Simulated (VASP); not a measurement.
# Si64C (a cell with a defect) in VASP: single point with PBEsol

Aim: the single point of Si64C (a cell with a defect) with PBEsol.

Program: VASP 6.6.1. These are calculated values, not measurements. Logs are shortened: lines on timing, memory, paths and dates and some standing lists are left out, and cuts for length are marked.

## (1) The cell of the first run

The cell holds a defect, 65 atoms: a = 10.866 Å, b = 10.866 Å, c = 10.866 Å, α = 90.00°, β = 90.00°, γ = 90.00°.

## (2) Single point, PBEsol

INCAR

```
PREC = Accurate
ENCUT = 520
EDIFF = 1E-6
ISMEAR = -1
SIGMA = 0.05
LREAL = Auto
LASPH = True
NELM = 100
ALGO = Normal
ISIF = 2
LWAVE = False
LCHARG = False
GGA = PS
ISYM = 0
NBANDS = 168
```

KPOINTS

```
Automatic mesh
0
Gamma
  1 1 1
  0.25 0.25 0.25
```

POSCAR

```
Si64C
1.0
   10.8655790000      0.0000000000      0.0000000000
    0.0000000000     10.8655790000      0.0000000000
    0.0000000000      0.0000000000     10.8655790000
Si C
64 1
Direct
    0.9987160000      0.9989730000      0.9970090000
    0.0048890000      0.0050540000      0.4980180000
    0.0005350000      0.5041060000      0.0002720000
    0.0140090000      0.4886790000      0.4941740000
    0.5039070000      0.0007380000      0.0004350000
    0.4885450000      0.0141550000      0.4943800000
    0.5039390000      0.5041990000      0.9972770000
    0.5018730000      0.5020360000      0.4985800000
    0.1237040000      0.1239440000      0.1210760000
    0.1186120000      0.1187390000      0.6445980000
    0.1268970000      0.6305460000      0.1228930000
    0.1275670000      0.6234530000      0.6221720000
    0.6303250000      0.1271730000      0.1230220000
    0.6233430000      0.1277620000      0.6222450000
    0.6277180000      0.6279860000      0.1253470000
    0.6279820000      0.6281590000      0.6224310000
    0.2515570000      0.2517760000      0.0017410000
    0.2554380000      0.2552830000      0.5573390000
    0.2514540000      0.7522690000      0.9983500000
    0.2517030000      0.7517270000      0.4998400000
    0.7519180000      0.2516580000      0.9983480000
    0.7515560000      0.2518440000      0.4998230000
    0.7519180000      0.7521030000      0.9987220000
    0.7525930000      0.7528730000      0.4969620000
    0.3795300000      0.3797490000      0.1214700000
    0.3895830000      0.3895850000      0.6455220000
    0.3789200000      0.8735210000      0.1221530000
    0.3752620000      0.8804710000      0.6230780000
    0.8732620000      0.3792070000      0.1220010000
    0.8803290000      0.3754820000      0.6229540000
    0.8757840000      0.8760540000      0.1264160000
    0.8783750000      0.8785240000      0.6219440000
    0.2494030000      0.9948380000      0.2414110000
    0.2533380000      0.9971800000      0.7581870000
    0.2529410000      0.5061710000      0.2432680000
    0.2499280000      0.5077460000      0.7579960000
    0.7512720000      0.0018960000      0.2507460000
    0.7498470000      0.0016450000      0.7455090000
    0.7511390000      0.5020550000      0.2503500000
    0.7542720000      0.5024240000      0.7459720000
    0.3632760000      0.1371950000      0.3519750000
    0.3775910000      0.1267870000      0.8789450000
    0.3755660000      0.6266470000      0.3745290000
    0.3793150000      0.6321320000      0.8752490000
    0.8768650000      0.1281100000      0.3745780000
    0.8725080000      0.1248470000      0.8750470000
    0.8818380000      0.6215190000      0.3756520000
    0.8770360000      0.6277560000      0.8730150000
    0.9945340000      0.2497230000      0.2412890000
    0.9969860000      0.2534720000      0.7580890000
    0.0016270000      0.7514760000      0.2507200000
    0.0015410000      0.7500080000      0.7454730000
    0.5059100000      0.2532610000      0.2433550000
    0.5075990000      0.2499720000      0.7581160000
    0.5017870000      0.7513750000      0.2504560000
    0.5022790000      0.7544830000      0.7459680000
    0.1369660000      0.3634300000      0.3518580000
    0.1266030000      0.3777810000      0.8788180000
    0.1278900000      0.8769390000      0.3746080000
    0.1245740000      0.8728010000      0.8750550000
    0.6265960000      0.3757920000      0.3745140000
    0.6318740000      0.3796410000      0.8753000000
    0.6212420000      0.8820740000      0.3757120000
    0.6275180000      0.8772820000      0.8731150000
    0.2472430000      0.2474640000      0.3966940000
```

Potentials or basis: VASP PAW PBE potentials, release 64 (Si, C).

Run with:

```console
$ cat potpaw_PBE.64/Si/POTCAR potpaw_PBE.64/C/POTCAR > POTCAR
$ mpirun -np 1 vasp_std > vasp.out
```

OUTCAR:

```text
PREC = Accurate
   ENCUT = 520
   EDIFF = 1E-6
   ISMEAR = -1
   LREAL = Auto
   LASPH = True
   NELM = 100
   ISIF = 2
   GGA = PS
   ISYM = 0

 ion  position               nearest neighbor table
   1  0.999  0.999  0.997-   9 2.35  60 2.35  46 2.35  31 2.35
   2  0.005  0.005  0.498-  45 2.35  59 2.35  10 2.36  32 2.36
   3  0.001  0.504  0.000-  58 2.35  29 2.35  48 2.35  11 2.36
   4  0.014  0.489  0.494-  30 2.36  12 2.37  47 2.41  57 2.46
   5  0.504  0.001  0.000-  42 2.35  27 2.35  64 2.35  13 2.36
   6  0.489  0.014  0.494-  28 2.36  14 2.37  63 2.41  41 2.46
[... 9 lines left out ...]
  16  0.628  0.628  0.622-  24 2.35  56 2.36  40 2.36   8 2.36
  17  0.252  0.252  0.002-  42 2.35  58 2.35   9 2.35  25 2.36
  18  0.255  0.255  0.557-  65 1.75  26 2.27  10 2.30  41 2.83  57 2.83
  19  0.251  0.752  0.998-  60 2.33  11 2.33  44 2.33  27 2.34
  20  0.252  0.752  0.500-  43 2.35  59 2.35  12 2.35  28 2.36
  21  0.752  0.252  0.998-  13 2.33  46 2.33  62 2.33  29 2.34
  22  0.752  0.252  0.500-  61 2.35  45 2.35  14 2.35  30 2.36
  23  0.752  0.752  0.999-  15 2.35  48 2.35  64 2.35  31 2.36
  24  0.753  0.753  0.497-  16 2.35  32 2.36  63 2.40  47 2.40
[... 14 lines left out ...]
  39  0.751  0.502  0.250-  29 2.34  15 2.35  61 2.35  47 2.36
  40  0.754  0.502  0.746-  62 2.35  48 2.35  16 2.36  30 2.36
  41  0.363  0.137  0.352-  65 1.81  33 2.32  53 2.32   6 2.46  18 2.83
  42  0.378  0.127  0.879-  17 2.35   5 2.35  54 2.35  34 2.35
  43  0.376  0.627  0.375-  20 2.35  35 2.35   8 2.35  55 2.35
  44  0.379  0.632  0.875-  19 2.33  36 2.33   7 2.35  56 2.35
  45  0.877  0.128  0.375-  49 2.34  22 2.35   2 2.35  37 2.36
  46  0.873  0.125  0.875-  50 2.32  21 2.33   1 2.35  38 2.36
  47  0.882  0.622  0.376-  51 2.35  39 2.36  24 2.40   4 2.41
  48  0.877  0.628  0.873-  52 2.35   3 2.35  23 2.35  40 2.35
  49  0.995  0.250  0.241-  57 2.32  29 2.32  45 2.34   9 2.35
  50  0.997  0.253  0.758-  46 2.32  10 2.33  30 2.35  58 2.35
  51  0.002  0.751  0.251-  11 2.35  31 2.35  47 2.35  59 2.36
  52  0.002  0.750  0.745-  48 2.35  32 2.35  60 2.36  12 2.36
  53  0.506  0.253  0.243-  41 2.32  13 2.33  61 2.35  25 2.35
  54  0.508  0.250  0.758-  62 2.33  26 2.33  42 2.35  14 2.35
  55  0.502  0.751  0.250-  27 2.34  15 2.35  43 2.35  63 2.36
  56  0.502  0.754  0.746-  44 2.35  64 2.35  16 2.36  28 2.36
  57  0.137  0.363  0.352-  65 1.81  49 2.32  35 2.32   4 2.46  18 2.83
  58  0.127  0.378  0.879-  17 2.35   3 2.35  36 2.35  50 2.35
  59  0.128  0.877  0.375-  33 2.34  20 2.35   2 2.35  51 2.36
  60  0.125  0.873  0.875-  34 2.32  19 2.33   1 2.35  52 2.36
  61  0.627  0.376  0.375-  22 2.35  53 2.35  39 2.35   8 2.35
  62  0.632  0.380  0.875-  21 2.33  54 2.33   7 2.35  40 2.35
  63  0.621  0.882  0.376-  37 2.35  55 2.36  24 2.40   6 2.41
  64  0.628  0.877  0.873-  38 2.35   5 2.35  23 2.35  56 2.35
  65  0.247  0.247  0.397-  18 1.75  57 1.81  41 1.81

IMPORTANT INFORMATION: All symmetrisations will be switched off!
NOSYMM: (Re-)initialisation of all symmetry stuff for point group C_1.

----------------------------------------------------------------------------------------

                                     Primitive cell

  volume of cell :    1282.7990

  direct lattice vectors                    reciprocal lattice vectors
    10.865579000  0.000000000  0.000000000     0.092033752  0.000000000  0.000000000
     0.000000000 10.865579000  0.000000000     0.000000000  0.092033752  0.000000000
     0.000000000  0.000000000 10.865579000     0.000000000  0.000000000  0.092033752

  length of vectors
    10.865579000 10.865579000 10.865579000     0.092033752  0.092033752  0.092033752

  position of ions in fractional coordinates (direct lattice)
     0.998716000  0.998973000  0.997009000
     0.004889000  0.005054000  0.498018000
     0.000535000  0.504106000  0.000272000
     0.014009000  0.488679000  0.494174000
     0.503907000  0.000738000  0.000435000
     0.488545000  0.014155000  0.494380000
[... 57 lines left out ...]
     0.627518000  0.877282000  0.873115000
     0.247243000  0.247464000  0.396694000

  ion indices of the primitive-cell ions
   primitive index   ion index
                 1           1
                 2           2
                 3           3
                 4           4
                 5           5
                 6           6
[... 57 lines left out ...]
                64          64
                65          65

----------------------------------------------------------------------------------------

 KPOINTS: Automatic mesh

Automatic generation of k-mesh.
 Grid dimensions read from file:
 generate k-points for:    1    1    1

 Generating k-lattice:

  Cartesian coordinates                     Fractional coordinates (reciprocal lattice)
     0.092033752  0.000000000  0.000000000     1.000000000  0.000000000  0.000000000
     0.000000000  0.092033752  0.000000000     0.000000000  1.000000000  0.000000000
     0.000000000  0.000000000  0.092033752     0.000000000  0.000000000  1.000000000

  Length of vectors
     0.092033752  0.092033752  0.092033752

  Shift w.r.t. Gamma in fractional coordinates (k-lattice)
     0.250000000  0.250000000  0.250000000

 Subroutine IBZKPT returns following result:
 ===========================================

 Found      4 irreducible k-points:

 Following reciprocal coordinates:
            Coordinates               Weight
  0.250000  0.250000  0.250000      2.000000
 -0.250000  0.250000  0.250000      2.000000
 -0.250000 -0.250000  0.250000      2.000000
  0.250000 -0.250000  0.250000      2.000000
   k-points           NKPTS =      4   k-points in BZ     NKDIM =      4   number of bands    NBANDS=    168
   number of dos      NEDOS =    301   number of ions     NIONS =     65
   total plane-waves  NPLWV = 592704
   dimension x,y,z NGX =    84 NGY =   84 NGZ =   84
   dimension x,y,z NGXF=   168 NGYF=  168 NGZF=  168
   ions per type =              64   1
   NGX,Y,Z   is equivalent  to a cutoff of  12.85, 12.85, 12.85 a.u.
   NGXF,Y,Z  is equivalent  to a cutoff of  25.70, 25.70, 25.70 a.u.
 SYSTEM =  unknown system
   PREC   = accura    normal or accurate (medium, high low for compatibility)
   ISTART =      0    job   : 0-new  1-cont  2-samecut
   ICHARG =      2    charge: 1-file 2-atom 10-const
   ISPIN  =      1    spin polarized calculation?
   LNONCOLLINEAR =      F non collinear calculations
   LSORBIT =      F    spin-orbit coupling
   LASPH  =      T    aspherical Exc in radial PAW
   ENCUT  =  520.0 eV  38.22 Ry    6.18 a.u.  20.20 20.20 20.20*2*pi/ulx,y,z
   NELM   =    100;   NELMIN=  2; NELMDL= -5     # of ELM steps
   EDIFF  = 0.1E-05   stopping-criterion for ELM
   LREAL  =      T    real-space projection
   EDIFFG = 0.1E-04   stopping-criterion for IOM
   NSW    =      0    number of steps for IOM
   IBRION =     -1    ionic relax: 0-MD 1-quasi-New 2-CG
   NFREE  =      0    steps in history (QN), initial steepest desc. (CG)
   ISIF   =      2    stress and relaxation
   ISYM   =      0    0-nonsym 1-usesym 2-fastsym
   POTIM  = 0.5000    time-step for ionic-motion
   TEBEG  =    0.0;   TEEND  =   0.0 temperature during run
   PSTRESS=    0.0 pullay stress
   NELECT =     260.0000    total number of electrons
   NUPDOWN=      -1.0000    fix difference up-down
   EMIN   =  10.00;   EMAX   =-10.00  energy-range for DOS
   EFERMI =   0.00;   METHOD = LEGACY
   ISMEAR =    -1;   SIGMA  =   0.05  broadening in eV -4-tet -1-fermi 0-gaus
   EFERMI_NEDOS =   21; number of points for ismear=-14 and -15
   IALGO  =     38    algorithm
   IMIX   =      4    mixing-type and parameters
     AMIX     =   0.40;   BMIX     =  1.00
     AMIX_MAG =   1.60;   BMIX_MAG =  1.00
  volume/ion in A,a.u.               =      19.74       133.18
  Fermi-wavevector in a.u.,A,eV,Ry     =   0.961641  1.817238 12.582040  0.924754
  Thomas-Fermi vector in A             =   2.091031
   LORBIT       =      0    0 simple, 1 ext, 2 COOP (PROOUT), +10 PAW based schemes
   GGA     = PS    functional components
   LHFCALC =     F    Hartree Fock is set to
   AEXX    =    0.0000 exact exchange contribution
   IVDW    =     0    specifies the selected vdW correction
   LEPSILON=     F    determine dielectric tensor
   LRPA    =     F    only Hartree local field effects (RPA)
 non-spin polarized calculation
  energy-cutoff  :      520.00
  volume of cell :     1282.80
 maximum number of plane-waves:     34484
 NGX is ok and might be reduce to    84
   NGX = 41   NGY = 41   NGZ = 41

 number of electron     260.0000003 magnetization

 Free energy of the ion-electron system (eV)
  ---------------------------------------------------
  ext. energy  EPLUGINS =         0.00000000
  ---------------------------------------------------
  free energy    TOTEN  =      -373.83439490 eV

  energy without entropy =     -373.81609761  energy(sigma->0) =     -373.82524625

 E-fermi :   6.1185     XC(G=0):  -9.5861

 val. band max:        5.9405676370   @ k =   0.2500  -0.2500   0.2500
 cond. band min:       6.3084223011   @ k =  -0.2500  -0.2500   0.2500
 fundamental gap:      0.3678546641
 Fermi energy:         6.1185409080

 k-point     1 :       0.2500    0.2500    0.2500
  band No.  band energies     occupation
      1      -7.0607      2.00000
      2      -5.9024      2.00000
      3      -5.4642      2.00000
      4      -5.4479      2.00000
      5      -5.2664      2.00000
      6      -4.9510      2.00000
[... 569 lines left out ...]
    141       7.6304      0.00000
    142       7.6703      0.00000
 [bands above 142 left out]

------------------------ aborting loop because EDIFF is reached ----------------------------------------

  FORCE on cell =-STRESS in cart. coord.  units (eV):
  Direction    XX          YY          ZZ          XY          YZ          ZX
  --------------------------------------------------------------------------------------
  -------------------------------------------------------------------------------------
  Total        1.4563167      1.4550998     14.5148182      3.1684645     -0.6489585     -0.6189361
  in kB        1.8188957      1.8173758     18.1285706      3.9573166     -0.8105296     -0.7730325
  external PRESSURE =       7.2549474 kB  Pullay stress =       0.0000000 kB

 VOLUME and BASIS-vectors are now :
 -----------------------------------------------------------------------------
  energy-cutoff  :      520.00
  volume of cell :     1282.80
      direct lattice vectors                 reciprocal lattice vectors
    10.865579000  0.000000000  0.000000000     0.092033752  0.000000000  0.000000000
     0.000000000 10.865579000  0.000000000     0.000000000  0.092033752  0.000000000
     0.000000000  0.000000000 10.865579000     0.000000000  0.000000000  0.092033752

 POSITION                                       TOTAL-FORCE (eV/Angst)
 -----------------------------------------------------------------------------------
     10.85163     10.85442     10.83308         0.027326      0.030756      0.057531
      0.05312      0.05491      5.41125         0.012414      0.010780      0.051329
      0.00581      5.47740      0.00296         0.046441      0.056680      0.022322
      0.15222      5.30978      5.36949         0.043902     -0.015952      0.003537
      5.47524      0.00802      0.00473         0.055504      0.049343      0.023002
      5.30832      0.15380      5.37172        -0.026076      0.050533     -0.001246
[... 57 lines left out ...]
      6.81835      9.53218      9.48690        -0.031207     -0.033490     -0.028926
      2.68644      2.68884      4.31031         0.031113      0.030821      0.051515
 -----------------------------------------------------------------------------------
    total drift:                               -0.007516      0.000145     -0.021422

  FREE ENERGIE OF THE ION-ELECTRON SYSTEM (eV)
  ---------------------------------------------------
  free  energy   TOTEN  =      -373.8343949036 eV

  energy  without entropy=     -373.8160976056  energy(sigma->0) =     -373.82524625
```

It took 21 min on 1 thread of Intel Xeon 6975P-C (Granite Rapids), shared host; peak memory 1.4 GiB.

What came out:

```
Free energy            : -373.8344 eV
Pressure               : 0.7 GPa
Largest force          : 0.328 eV/Å
Band gap on the k mesh : 0.37 eV
```

Forces in eV/Å, atoms in the order of the input:
```
Si   0.027  0.031  0.058
Si   0.012  0.011  0.051
Si   0.046  0.057  0.022
Si   0.044 -0.016  0.004
Si   0.056  0.049  0.023
Si  -0.026  0.051 -0.001
Si   0.035  0.042  0.014
Si   0.036  0.031 -0.031
Si  -0.035 -0.034 -0.032
Si   0.083  0.079 -0.055
Si  -0.076 -0.055 -0.029
Si   0.008 -0.031 -0.022
Si  -0.062 -0.075 -0.032
Si  -0.030  0.003 -0.020
Si  -0.024 -0.021 -0.024
Si  -0.024 -0.021 -0.009
Si   0.028  0.031  0.019
Si  -0.224 -0.216  0.104
Si   0.103  0.033  0.042
Si   0.018  0.027  0.034
Si   0.040  0.110  0.042
Si   0.030  0.021  0.033
Si   0.017  0.020  0.033
Si   0.046  0.040  0.015
Si  -0.034 -0.030 -0.014
Si   0.019  0.023  0.034
Si  -0.097 -0.042 -0.077
Si  -0.010 -0.028 -0.038
Si  -0.044 -0.097 -0.076
Si  -0.031 -0.012 -0.031
Si  -0.019 -0.023 -0.054
Si  -0.036 -0.035 -0.067
Si   0.028  0.043 -0.005
Si   0.050  0.009  0.017
Si   0.034  0.059  0.009
Si   0.013  0.010 -0.001
Si   0.024  0.017  0.032
Si   0.021  0.038  0.031
Si   0.030  0.031  0.041
Si   0.035  0.033  0.018
Si   0.135 -0.099  0.001
Si  -0.036 -0.027 -0.015
Si  -0.012 -0.037 -0.003
Si  -0.051 -0.041 -0.015
Si  -0.038 -0.028 -0.010
Si  -0.050 -0.026 -0.035
Si  -0.022 -0.020 -0.017
Si  -0.030 -0.033 -0.026
Si   0.049  0.023 -0.005
Si   0.009  0.056  0.017
Si   0.020  0.026  0.024
Si   0.035  0.021  0.031
Si   0.066  0.029  0.008
Si   0.017  0.026  0.003
Si   0.031  0.023  0.038
Si   0.032  0.030  0.027
Si  -0.094  0.134  0.002
Si  -0.023 -0.038 -0.016
Si  -0.029 -0.030 -0.011
Si  -0.023 -0.054 -0.034
Si  -0.046 -0.011 -0.002
Si  -0.043 -0.066 -0.019
Si  -0.013 -0.017 -0.022
Si  -0.031 -0.033 -0.029
C    0.031  0.031  0.052
```

Caveat: the k points lie up to 0.58 Å⁻¹ apart; the PAW data sets were made with another functional, which shifts forces and pressure a little.
